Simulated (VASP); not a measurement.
Input of a VASP 6.6.1 run:

File INCAR:

```
  ALGO = Fast
  EDIFF = 1E-6
  EDIFFG = -0.01
  ENCUT = 600
  GGA = PS
  IBRION = 2
  ISIF = 4
  ISMEAR = 0
  LASPH = True
  LCHARG = False
  LREAL = False
  LWAVE = False
  NELM = 80
  NSW = 50
  PREC = Accurate
  SIGMA = 0.1
```

The input KPOINTS:

```
k-points
0
Gamma
  16 16 8
```

The input POSCAR:

```
CuO
1.0
    1.9930792544     -1.9924979111      0.1556443291
    1.9930792544      1.9924979111      0.1556443291
   -0.3925660445      0.0000000000      5.0170510116
Cu O
2 2
Direct
    0.0000000000      0.5000000000      0.0000000000
    0.5000000000      0.0000000000      0.5000000000
    0.5000451916      0.4999548084      0.2500000000
    0.4999548084      0.5000451916      0.7500000000
```

Potentials or basis: VASP PAW PBE potentials, release 64 (Cu, O).

The run is started by

```console
$ cat potpaw_PBE.64/Cu/POTCAR potpaw_PBE.64/O/POTCAR > POTCAR
$ mpirun -np 1 vasp_std > vasp.out
```

Question: Predict the band gap on the k mesh.

Answer: Zero (bands 17 and 18 overlap by 1.21 eV).

Final structure:
```
CELL_PARAMETERS angstrom
1.97976 -1.97900 0.15460
1.97976 1.97900 0.15460
-0.39790 0.00000 5.08527
ATOMIC_POSITIONS crystal
Cu 0.00000 0.50000 0.00000
Cu 0.50000 0.00000 0.50000
O 0.50005 0.49995 0.25000
O 0.49995 0.50005 0.75000
```

Caveat: semilocal functionals often make such compounds metallic where correlation or magnetic order opens a gap, which also shifts bond lengths. With open d or f shells a metallic result of PBEsol can be an artefact of self-interaction; +U or a hybrid may open a gap.
